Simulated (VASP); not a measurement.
The system is KTaO3.

```xyz
5
Lattice="3.9883 0.0000 0.0000 0.0000 3.9883 0.0000 0.0000 0.0000 3.9883" Properties=species:S:1:pos:R:3 pbc="T T T"
Ta    0.0000    0.0000    0.0000
K     1.9942    1.9942    1.9942
O     0.0000    0.0000    1.9942
O     0.0000    1.9942    0.0000
O     1.9942    0.0000    0.0000
```

- Program: VASP 6.6.1
- Task: relaxation of cell and atoms
- Functional: b88 exchange, pbe correlation
- Potentials or basis: VASP PAW PBE potentials, release 64 (Ta_pv, K_sv, O)
- Cutoff: 600 eV
- k mesh: 7 × 7 × 7
- Occupations: fermi-dirac, width 0.05 eV
- Spin: no spin polarisation

At the start: pressure 5.8 GPa; volume 12.69 Å³/atom.

Question: Where does the relaxation end?

Answer: Over 3 steps the energy falls by 6.5 meV/atom and the volume is 13.06 Å³/atom (+2.9 %); space group Pm-3m (No. 221, to 0.1 Å) before and after.

Step by step:
```
step  energy change (eV)  largest force (eV/Å)  pressure (GPa)  volume (Å³)
   1              0.0000                0.0000            5.75        63.44
   2              0.0171                0.0000           -6.30        67.72
   3             -0.0323                0.0000           -0.04        65.30
```

Final structure:
```xyz
5
Lattice="4.0270 0.0000 0.0000 0.0000 4.0270 0.0000 0.0000 0.0000 4.0270" Properties=species:S:1:pos:R:3 pbc="T T T"
Ta    0.0000    0.0000    0.0000
K     2.0135    2.0135    2.0135
O     0.0000    0.0000    2.0135
O     0.0000    2.0135    0.0000
O     2.0135    0.0000    0.0000
```

Caveat: the PAW data sets were made with another functional, which shifts forces and pressure a little.
